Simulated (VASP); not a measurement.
# FeCo4 (I4/m) in VASP: single point with PBE

Aim: the single point of FeCo4 with PBE.

All numbers are computed with VASP 6.6.1; they aren't measurements. Logs are shortened: lines on timing, memory, paths and dates and some standing lists are left out, and cuts for length are marked.

### 1 The cell of the first run

The structure is tetragonal, space group I4/m (No. 87). Conventional cell: a = 5.596 Å, b = 5.596 Å, c = 3.546 Å, α = 90.00°, β = 90.00°, γ = 90.00°. Within 3.3 Å of Fe (site symmetry 4/m) lie 12 Co at 2.51 Å. Within 3.3 Å of Co (site symmetry m) lie 9 Co at 2.46 to 2.54 Å and 3 Fe at 2.51 Å.

### 2 Single point, PBE, collinear spin, ferromagnetic start

The input, INCAR:

```
SYSTEM = FeCo4
  PREC = Accurate
  ENCUT = 520
  EDIFF = 1E-6
  ISMEAR = 0
  SIGMA = 0.1
  LREAL = .False.
  LASPH = .True.
  NELM = 150
  ALGO = Normal
  ISIF = 2
  LWAVE = .False.
  LCHARG = .False.
  ISPIN = 2
  MAGMOM = 2.88 1.89 1.89 1.89 1.89
  LORBIT = 11
  LMAXMIX = 4
  GGA = PE
  NBANDS = 34
  KPAR = 4
```

The input, KPOINTS:

```
regular mesh
0
Gamma
  12 12 12
  0 0 0
```

The input, POSCAR:

```
FeCo4
1.0
   -2.7979667000      2.7979667000      1.7729968000
    2.7979667000     -2.7979667000      1.7729968000
    2.7979667000      2.7979667000     -1.7729968000
Fe Co
1 4
Direct
    0.0000000000      0.0000000000      0.0000000000
    0.8022220000      0.4032380000      0.2054600000
    0.1977780000      0.5967620000      0.7945400000
    0.5967620000      0.8022220000      0.3989840000
    0.4032380000      0.1977780000      0.6010160000
```

Potentials or basis: VASP PAW PBE potentials, release 64 (Fe, Co).

Run with:

```bash
$ cat potpaw_PBE.64/Fe/POTCAR potpaw_PBE.64/Co/POTCAR > POTCAR
$ mpirun -np 4 vasp_std > vasp.out
```

OUTCAR:

```text
SYSTEM = FeCo4
   PREC = Accurate
   ENCUT = 520
   EDIFF = 1E-6
   ISMEAR = 0
   LREAL = .False.
   LASPH = .True.
   NELM = 150
   ISIF = 2
   ISPIN = 2
   LORBIT = 11
   GGA = PE

 ion  position               nearest neighbor table
   1  0.000  0.000  0.000-   4 2.51   2 2.51   3 2.51   4 2.51   5 2.51   2 2.51   3 2.51   5 2.51
                             3 2.51   2 2.51   4 2.51   5 2.51
   2  0.802  0.403  0.205-   3 2.46   4 2.49   5 2.49   5 2.49   4 2.49   1 2.51   1 2.51   4 2.51
                             5 2.51   1 2.51   3 2.54   3 2.54
   3  0.198  0.597  0.795-   2 2.46   4 2.49   5 2.49   4 2.49   5 2.49   1 2.51   1 2.51   4 2.51
                             5 2.51   1 2.51   2 2.54   2 2.54
   4  0.597  0.802  0.399-   5 2.46   3 2.49   3 2.49   2 2.49   2 2.49   1 2.51   1 2.51   2 2.51
                             3 2.51   1 2.51   5 2.54   5 2.54
   5  0.403  0.198  0.601-   4 2.46   2 2.49   3 2.49   2 2.49   3 2.49   1 2.51   1 2.51   3 2.51
                             2 2.51   1 2.51   4 2.54   4 2.54

  LATTYP: Found a body centered tetragonal cell.
 ALAT       =     5.5959334000
 C/A-ratio  =     0.6336733028

  Lattice vectors:

 A1 = (  -2.7979667000,   2.7979667000,   1.7729968000)
 A2 = (   2.7979667000,  -2.7979667000,   1.7729968000)
 A3 = (   2.7979667000,   2.7979667000,  -1.7729968000)

Analysis of symmetry for initial positions (statically):
=====================================================================
 Subroutine PRICEL returns:
 Original cell was already a primitive cell.

 Routine SETGRP: Setting up the symmetry group for a
 body centered tetragonal supercell.

 Subroutine GETGRP returns: Found  8 space group operations
 (whereof  8 operations were pure point group operations)
 out of a pool of 16 trial point group operations.

The static configuration has the point symmetry C_4h.

Analysis of symmetry for dynamics (positions and initial velocities):
=====================================================================
 Subroutine PRICEL returns:
 Original cell was already a primitive cell.

 Routine SETGRP: Setting up the symmetry group for a
 body centered tetragonal supercell.

 Subroutine GETGRP returns: Found  8 space group operations
 (whereof  8 operations were pure point group operations)
 out of a pool of 16 trial point group operations.

The dynamic configuration has the point symmetry C_4h.

Analysis of structural, dynamic, and magnetic symmetry:
[... 148 lines left out ...]
 spin polarized calculation
 Gauss-broadening in eV      SIGMA  =   0.10
  energy-cutoff  :      520.00
  volume of cell :       55.52
 maximum number of plane-waves:      1518
   NGX = 17   NGY = 17   NGZ = 17

 number of electron      44.0000000 magnetization      10.4400000

 number of electron      44.0000006 magnetization       9.1290447

 Free energy of the ion-electron system (eV)
  ---------------------------------------------------
  ext. energy  EPLUGINS =         0.00000000
  ---------------------------------------------------
  free energy    TOTEN  =       -36.31968774 eV

  energy without entropy =      -36.29362805  energy(sigma->0) =      -36.30665789

 E-fermi :   9.2574     XC(G=0): -13.2599

 val. band max:        9.2568757080   @ k =  -0.3333  -0.3333   0.2500
 cond. band min:       9.2576541719   @ k =   0.4167   0.0833   0.0833
 fundamental gap:      0.0007784639
 Fermi energy:         9.2574393838

 spin component 1

 k-point     1 :       0.0000    0.0000    0.0000
  band No.  band energies     occupation
      1       0.4077      1.00000
      2       5.0065      1.00000
      3       5.0131      1.00000
      4       5.0736      1.00000
      5       5.0736      1.00000
      6       5.5501      1.00000
[... 877 lines left out ...]
     33      17.4831      0.00000
     34      19.4135      0.00000

 [... further k-points ...]

 spin component 2

 k-point     1 :       0.0000    0.0000    0.0000
  band No.  band energies     occupation
      1       0.4703      1.00000
      2       6.2624      1.00000
      3       6.2624      1.00000
      4       6.3871      1.00000
      5       6.4699      1.00000
      6       6.7713      1.00000
[... 877 lines left out ...]
     33      18.1278      0.00000
     34      20.0332      0.00000

 [... further k-points ...]

------------------------ aborting loop because EDIFF is reached ----------------------------------------

  FORCE on cell =-STRESS in cart. coord.  units (eV):
  Direction    XX          YY          ZZ          XY          YZ          ZX
  --------------------------------------------------------------------------------------
  -------------------------------------------------------------------------------------
  Total       -0.1927873     -0.1927873     -0.2184677     -0.0000001     -0.0000000      0.0000000
  in kB       -5.5633440     -5.5633440     -6.3044142     -0.0000031     -0.0000000      0.0000000
  external PRESSURE =      -5.8103674 kB  Pullay stress =       0.0000000 kB

 VOLUME and BASIS-vectors are now :
 -----------------------------------------------------------------------------
  energy-cutoff  :      520.00
  volume of cell :       55.52
      direct lattice vectors                 reciprocal lattice vectors
    -2.797966700  2.797966700  1.772996800     0.000000000  0.178701198  0.282008405
     2.797966700 -2.797966700  1.772996800     0.178701198  0.000000000  0.282008405
     2.797966700  2.797966700 -1.772996800     0.178701198  0.178701198  0.000000000

 POSITION                                       TOTAL-FORCE (eV/Angst)
 -----------------------------------------------------------------------------------
      0.00000      0.00000      0.00000        -0.000000      0.000000      0.000000
     -0.54147      1.69121      1.77300         0.004369      0.009989      0.000000
      3.33944      1.10675      0.00000        -0.004369     -0.009989     -0.000000
      1.69121      0.54147      1.77300         0.009989     -0.004369      0.000000
      1.10675      2.25649      0.00000        -0.009989      0.004369     -0.000000
 -----------------------------------------------------------------------------------
    total drift:                                0.000000      0.000000      0.000000

  FREE ENERGIE OF THE ION-ELECTRON SYSTEM (eV)
  ---------------------------------------------------
  free  energy   TOTEN  =       -36.3196877441 eV

  energy  without entropy=      -36.2936280458  energy(sigma->0) =      -36.30665789

 total charge

# of ion       s       p       d       tot
------------------------------------------
    1        0.479   0.520   6.204   7.202
    2        0.488   0.515   7.253   8.256
    3        0.488   0.515   7.253   8.256
    4        0.488   0.515   7.253   8.256
    5        0.488   0.515   7.253   8.256
--------------------------------------------------
tot          2.429   2.582  35.214  40.225

 magnetization (x)

# of ion       s       p       d       tot
------------------------------------------
    1       -0.005  -0.037   2.630   2.589
    2       -0.016  -0.051   1.719   1.652
    3       -0.016  -0.051   1.719   1.652
    4       -0.016  -0.051   1.719   1.652
    5       -0.016  -0.051   1.719   1.652
--------------------------------------------------
tot         -0.068  -0.240   9.505   9.196
```

OSZICAR:

```text
N       E                     dE             d eps       ncg     rms          rms(c)
DAV:   1     0.311082938724E+03    0.31108E+03   -0.19210E+04 33840   0.174E+03
DAV:   2    -0.206249842897E+02   -0.33171E+03   -0.31136E+03 32914   0.337E+02
DAV:   3    -0.410511097634E+02   -0.20426E+02   -0.18659E+02 34000   0.116E+02
DAV:   4    -0.413721728530E+02   -0.32106E+00   -0.32031E+00 37198   0.158E+01
DAV:   5    -0.413844083564E+02   -0.12236E-01   -0.12235E-01 49252   0.221E+00    0.234E+01
DAV:   6    -0.371575913893E+02    0.42268E+01   -0.39257E+01 34638   0.814E+01    0.126E+01
DAV:   7    -0.364379565829E+02    0.71963E+00   -0.52611E+00 36662   0.315E+01    0.745E+00
DAV:   8    -0.367153771374E+02   -0.27742E+00   -0.12784E+00 38694   0.307E+01    0.901E+00
DAV:   9    -0.363527643578E+02    0.36261E+00   -0.67241E-01 41356   0.194E+01    0.282E+00
DAV:  10    -0.363202461722E+02    0.32518E-01   -0.50637E-02 50802   0.351E+00    0.812E-01
DAV:  11    -0.363197459875E+02    0.50018E-03   -0.39520E-03 38718   0.105E+00    0.317E-01
DAV:  12    -0.363196513521E+02    0.94635E-04   -0.10157E-03 52158   0.548E-01    0.116E-01
DAV:  13    -0.363196906254E+02   -0.39273E-04   -0.20841E-04 34258   0.193E-01    0.482E-02
DAV:  14    -0.363196863890E+02    0.42364E-05   -0.17539E-05 43614   0.929E-02    0.165E-02
DAV:  15    -0.363196884746E+02   -0.20856E-05   -0.58312E-06 35728   0.247E-02    0.863E-03
DAV:  16    -0.363196877441E+02    0.73054E-06   -0.54269E-07 17876   0.156E-02
   1 F= -.36319688E+02 E0= -.36306658E+02  d E =-.260597E-01  mag=     9.1284
```

It took 2.2 min on 4 MPI ranks of Intel Xeon Platinum 8488C (Sapphire Rapids), shared host; peak memory 0.7 GiB.

What came out:

- Free energy: -36.3197 eV
- Pressure: -0.6 GPa
- Largest force: 0.011 eV/Å
- Net moment: 9.13 μB per cell
- Site moments: Fe +2.59; Co +1.65 μB
- Valence electrons inside the program's atomic spheres: Fe 7.20; Co 8.26

Forces on the atoms (eV/Å):
```
Fe   0.000  0.000  0.000
Co   0.004  0.010  0.000
Co  -0.004 -0.010  0.000
Co   0.010 -0.004  0.000
Co  -0.010  0.004  0.000
```
